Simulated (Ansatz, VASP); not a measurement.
One calculation of NaH, two programs

```
Na H
1.0
     0.00000    2.45616    2.45616
     2.45616    0.00000    2.45616
     2.45616    2.45616    0.00000
Na H
1 1
Direct
  0.00000 0.00000 0.00000
  0.50000 0.50000 0.50000
```

Change from the starting cell: volume scaled by 1.02.

Alike in both runs: task single point; functional RPBE; dispersion D4; k mesh 9 × 9 × 9; occupations fermi-dirac, width 0.02 eV; no spin polarisation.

```csv
,VASP,Ansatz
version,VASP 6.6.1,Ansatz 0.2.0
potentials or method,"VASP PAW PBE potentials, release 64 (Na_pv, H), cutoff 520 eV","all-electron LAPW, scalar-relativistic"
```

|  | VASP | Ansatz | Ansatz less VASP |
| --- | --- | --- | --- |
| gap on the k mesh at the Fermi level (eV) | 4.18 | 4.18 | +0.001 |
| least direct gap on the mesh (eV) | 4.84 | 4.84 | +0.004 |
| pressure (GPa) | -0.7 | -0.7 | +0.06 |

VASP's potentials were made for PBE, not for RPBE. Ansatz ran all-electron here, and VASP with PAW potentials.
